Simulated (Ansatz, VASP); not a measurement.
MgO in VASP and in Ansatz

```
CELL_PARAMETERS angstrom
2.99564 0.00000 0.00000
-1.49782 2.59430 0.00000
0.00000 0.00000 2.73224
ATOMIC_POSITIONS crystal
Mg 0.00000 0.00000 0.00000
O 0.33333 0.66667 0.50000
```

Alike in both runs: task single point; functional PBE0; k mesh 6 × 6 × 6; occupations fermi-dirac, width 0.05 eV; no spin polarisation.

```csv
,VASP,Ansatz
version,VASP 6.6.1,Ansatz 0.2.0
potentials or method,"VASP PAW PBE potentials, release 64 (Mg, O)",Ansatz PAW
plane-wave cutoff (eV),520,420
valence electrons in the cell,8,16
```

Ansatz gave:

```
gap on the k mesh at the Fermi level (eV)                     : 4.85
least direct gap on the mesh (eV)                             : 5.25
pressure (GPa)                                                : -12.4
traceless stress, the component that is largest in VASP (GPa) : -2.01
```

Problem. Which values does VASP return?

Solution. gap on the k mesh at the Fermi level (eV): 4.82; least direct gap on the mesh (eV): 5.23; pressure (GPa): -12.9; traceless stress, the component that is largest in VASP (GPa): -2.06.

VASP's potentials hold 8 valence electrons a cell and Ansatz's 16, so a difference there can come from the potentials and not from the codes.
